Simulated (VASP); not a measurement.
Runs of VASP 6.6.1 on LaF5. The structure is that of space group F-43m (No. 216), or close to it. The cells are those of the table. 

```tsv
task	cell	k mesh	cutoff (eV)	gap on the mesh (eV)	pressure (GPa)	relaxed volume (Å³/atom)
relaxation of cell and atoms	relaxed from a = 4.961 Å, angles 60.0°, 6 atoms	4 × 4 × 4	600	none	0.2	(a)
single point	a = 4.961 Å, angles 60.0°, 6 atoms	4 × 4 × 4	520	none	-13.5	-
relaxation of cell and atoms	relaxed from a = 4.609 Å, angles 60.0°, 6 atoms	10 × 10 × 10	600	none	0.0	11.48
single point	a = 4.609 Å, angles 60.0°, 6 atoms	4 × 4 × 4	520	none	-0.5	-
single point	a = 4.611 Å, angles 60.0°, 6 atoms	10 × 10 × 10	520	none	-0.5	-
```

Alike in all rows: level PBE; potentials or basis VASP PAW PBE potentials, release 64 (La, F); no spin polarisation; smearing gaussian 0.1 eV.

Fill in the values left out.

(a) 11.43.

Caveats: some runs use coarse meshes; spin-orbit coupling is left out, which moves the levels of the heavy elements; the volume moved by over 15 % at a fixed basis, so the end points are rough (some runs).

A k mesh can miss the band edges, and the runs leave out spin-orbit coupling on La.

A gap of «none» marks levels without a gap at the run's occupations.
